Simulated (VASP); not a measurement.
Set up this calculation in VASP 6.6.1, as the native input.

```
Task                   : single point
Functional             : PBEsol
Potentials or basis    : VASP PAW PBE potentials, release 64 (Sc_sv, Pt)
Cutoff                 : 520 eV
k mesh                 : 7 × 7 × 7
Occupations            : methfessel-paxton, width 0.3 eV
Spin                   : no spin polarisation
Dipole correction      : no
Further INCAR settings : ALGO = Normal; EDIFF = 1e-06; NBANDS = 28
```

The structure of ScPt3 lies in POSCAR:

```
ScPt3
1.0
    3.9580000000      0.0000000000      0.0000000000
    0.0000000000      3.9580000000      0.0000000000
    0.0000000000      0.0000000000      3.9580000000
Sc Pt
1 3
Direct
    0.0000000000      0.0000000000      0.0000000000
    0.0000000000      0.5000000000      0.5000000000
    0.5000000000      0.0000000000      0.5000000000
    0.5000000000      0.5000000000      0.0000000000
```

One way to write it, as run:

INCAR

```
SYSTEM = ScPt3
ALGO = Normal
EDIFF = 1E-6
ENCUT = 520
GGA = PS
ISIF = 2
ISMEAR = 1
LASPH = .TRUE.
LCHARG = .FALSE.
LREAL = .FALSE.
LWAVE = .FALSE.
NBANDS = 28
NELM = 80
PREC = Accurate
SIGMA = 0.3
```

KPOINTS

```
k-points
0
G
  7 7 7
  0 0 0
```

Potentials or basis: VASP PAW PBE potentials, release 64 (Sc_sv, Pt).

Command:

```console
$ cat potpaw_PBE.64/Sc_sv/POTCAR potpaw_PBE.64/Pt/POTCAR > POTCAR
$ mpirun -np 1 vasp_std > vasp.out
```

Results of the run:

```json
{
 "Pressure": "-1.2 GPa"
}
```

Caveat: the PAW data sets were made with another functional, which shifts forces and pressure a little.

Run time: 17 s on 1 thread of AMD EPYC 9R45 96-Core Processor (Zen 5), on a shared host, peak memory 0.15 GiB.
